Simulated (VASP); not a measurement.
Set up this calculation in VASP 6.6.1, as the native input.

```yaml
Task: single point
Functional: PBEsol
Potentials_or_basis: VASP PAW PBE potentials, release 64 (W_sv, C)
Cutoff: 520 eV
k_mesh: 18 × 18 × 18
Occupations: gaussian, width 0.15 eV
Spin: no spin polarisation
Dipole_correction: no
Further_INCAR_settings: ALGO = Normal; EDIFF = 1e-07; NBANDS = 16
```

The structure of WC lies in POSCAR:

```
WC
1.0
    0.0000000000      2.1926840000      2.1926840000
    2.1926840000      0.0000000000      2.1926840000
    2.1926840000      2.1926840000      0.0000000000
W C
1 1
Direct
   -0.0241863436      0.0000000000      0.0000000000
    0.5000000000      0.5000000000      0.5000000000
```

This cell differs from its parent crystal: all W atoms moved +0.075 Å, as atom 1 towards its neighbour atom 1 (W) at 3.101 Å.

One way to write it, as run:

INCAR

```
SYSTEM = WC
PREC = Accurate
ENCUT = 520
EDIFF = 1E-7
ISMEAR = 0
SIGMA = 0.15
LREAL = .FALSE.
LASPH = .TRUE.
NELM = 60
ALGO = Normal
ISIF = 2
LWAVE = .FALSE.
LCHARG = .TRUE.
GGA = PS
LELF = .TRUE.
LVHAR = .TRUE.
NBANDS = 16
```

KPOINTS

```
regular mesh
0
G
  18 18 18
  0 0 0
```

Potentials or basis: VASP PAW PBE potentials, release 64 (W_sv, C).

Launch:

```bash
$ cat potpaw_PBE.64/W_sv/POTCAR potpaw_PBE.64/C/POTCAR > POTCAR
$ mpirun -np 1 vasp_std > vasp.out
```

It gave:

```
Pressure               : -8.2 GPa
Largest force          : 0.489 eV/Å
Band gap on the k mesh : zero (band 9 reaches 13.29 eV, above the bottom of band 10 at 10.15 eV)
```

Caveat: the cell differs from its parent crystal (all W atoms moved +0.075 Å, as atom 1 towards its neighbour atom 1 (W) at 3.101 Å); the PAW data sets were made with another functional, which shifts forces and pressure a little; spin-orbit coupling is left out, which moves the levels of the heavy elements.

It took 2.4 min on 1 thread of Intel Xeon 6975P-C, on a shared host, peak memory 0.39 GiB.
